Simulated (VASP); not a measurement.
Wanted: the native input for a VASP 6.6.1 run.

```yaml
Task: single point
Functional: PBEsol
Dispersion: D3(BJ)
Potentials_or_basis: VASP PAW PBE potentials, release 64 (In_d, Se)
Cutoff: 520 eV
k_mesh: 12 × 12 × 12
Occupations: gaussian, width 0.15 eV
Spin: no spin polarisation
Dipole_correction: no
Further_INCAR_settings: ALGO = Normal; EDIFF = 1e-06; NBANDS = 30
```

The structure of In3Se lies in POSCAR:

```
In3Se
1.0
    4.6507086231      0.0000000000      0.0000000000
    0.0000000000      4.6507086231      0.0000000000
    0.0000000000      0.0000000000      4.4646802782
In Se
3 1
Direct
    0.0000000000      0.5000000000      0.5000000000
    0.5000000000      0.0000000000      0.5000000000
    0.5000000000      0.5000000000      0.0000000000
    0.0000000000      0.0000000000      0.0000000000
```

This cell differs from its parent crystal: ratio of the length along z to the lengths across it x 0.96, volume and fractional coordinates fixed.

One way to write it, as run:

INCAR

```
SYSTEM = In3Se
PREC = Accurate
ENCUT = 520
EDIFF = 1E-6
ISMEAR = 0
SIGMA = 0.15
LREAL = .FALSE.
LASPH = .TRUE.
NELM = 100
ALGO = Normal
ISIF = 2
LWAVE = .FALSE.
LCHARG = .FALSE.
GGA = PS
IVDW = 12
NBANDS = 30
```

KPOINTS

```
regular mesh
0
G
  12 12 12
  0 0 0
```

Potentials or basis: VASP PAW PBE potentials, release 64 (In_d, Se).

Launch:

```sh
$ cat potpaw_PBE.64/In_d/POTCAR potpaw_PBE.64/Se/POTCAR > POTCAR
$ mpirun -np 1 vasp_std > vasp.out
```

Results of the run:

- Pressure: 0.0 GPa
- Band gap on the k mesh: zero (an odd number of electrons rules out a gap without spin polarisation)
- Dispersion energy per atom: -0.370 eV

Caveat: the PAW data sets were made with another functional, which shifts forces and pressure a little; spin-orbit coupling is left out, which moves the levels of the heavy elements.

It took 6.2 min on 1 thread of Intel(R) Xeon(R) Platinum 8259CL CPU @ 2.50GHz (Skylake/Cascade Lake), on a shared host, peak memory 0.57 GiB.
